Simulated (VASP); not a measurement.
A run of VASP 6.6.1 is set up as follows.

File INCAR:

```
PREC = Accurate ; ENCUT = 520
EDIFF = 1E-7 ; ISMEAR = 0
SIGMA = 0.02 ; LREAL = Auto
LASPH = True ; NELM = 100
ALGO = Normal ; ISIF = 2
LWAVE = False ; LCHARG = False
GGA = PE ; IVDW = 12
IBRION = 2 ; NSW = 80
EDIFFG = -0.03
```

File KPOINTS:

```
regular mesh
0
Gamma
  2 2 2
```

The input POSCAR:

```
Si16Ge
1.0
    0.0000000000      5.4300000000      5.4300000000
    5.4300000000      0.0000000000      5.4300000000
    5.4300000000      5.4300000000      0.0000000000
Si Ge
16 1
Direct
    0.0000000000      0.0000000000      0.0000000000
    0.1250000000      0.1250000000      0.1250000000
    0.0000000000      0.0000000000      0.5000000000
    0.1250000000      0.1250000000      0.6250000000
    0.0000000000      0.5000000000      0.0000000000
    0.1250000000      0.6250000000      0.1250000000
    0.0000000000      0.5000000000      0.5000000000
    0.1250000000      0.6250000000      0.6250000000
    0.5000000000      0.0000000000      0.0000000000
    0.6250000000      0.1250000000      0.1250000000
    0.5000000000      0.0000000000      0.5000000000
    0.6250000000      0.1250000000      0.6250000000
    0.5000000000      0.5000000000      0.0000000000
    0.6250000000      0.6250000000      0.1250000000
    0.5000000000      0.5000000000      0.5000000000
    0.6250000000      0.6250000000      0.6250000000
    0.0626945000      0.3203773000      0.8072460000
```

Potentials or basis: VASP PAW PBE potentials, release 64 (Si, Ge_d).

The run is started by

```console
$ cat potpaw_PBE.64/Si/POTCAR potpaw_PBE.64/Ge_d/POTCAR > POTCAR
$ mpirun -np 1 vasp_std > vasp.out
```

Question: Predict the energy gained by relaxing.

Answer: 93.7 meV/atom.

Question: Predict the band gap on the k mesh.

Answer: 0.12 eV.

Question: What does it give for the dispersion energy per atom?

Answer: -0.333 eV.

Stress tensor (GPa, compression positive):
```
 2.69  0.69  0.68
 0.69  2.69 -0.67
 0.68 -0.67  2.67
```

Caveat: the k points lie up to 0.50 Å⁻¹ apart.
